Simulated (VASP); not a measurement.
Crystal: Fe2O3 (Hematite).

```
Fe O
1.0
     2.51900    1.45435    4.59067
    -2.51900    1.45435    4.59067
     0.00000   -2.90869    4.59067
Fe O
4 6
Direct
  0.35530 0.35530 0.35530
  0.14470 0.14470 0.14470
  0.64470 0.64470 0.64470
  0.85530 0.85530 0.85530
  0.55590 0.25000 0.94410
  0.25000 0.94410 0.55590
  0.94410 0.55590 0.25000
  0.44410 0.75000 0.05590
  0.75000 0.05590 0.44410
  0.05590 0.44410 0.75000
```

Program: VASP 6.6.1. Alike in all runs: task single point; potentials or basis VASP PAW PBE potentials, release 64 (Fe, O); cell as given; k mesh 7 × 7 × 7; smearing fermi-dirac 0.05 eV.

Task: Order these runs on this cell by their pressure, lowest first.
A. level PBE; spin collinear, ferrimagnetic start; cutoff (eV) 600
B. level PBE; spin collinear, ferromagnetic start; cutoff (eV) 520
C. level RPBE; spin collinear, ferromagnetic start; cutoff (eV) 520

Result: B (-4.8 GPa), A (-1.6 GPa), C (3.5 GPa).

Caveats: the PAW data sets were made with another functional, which shifts forces and pressure a little (some runs).
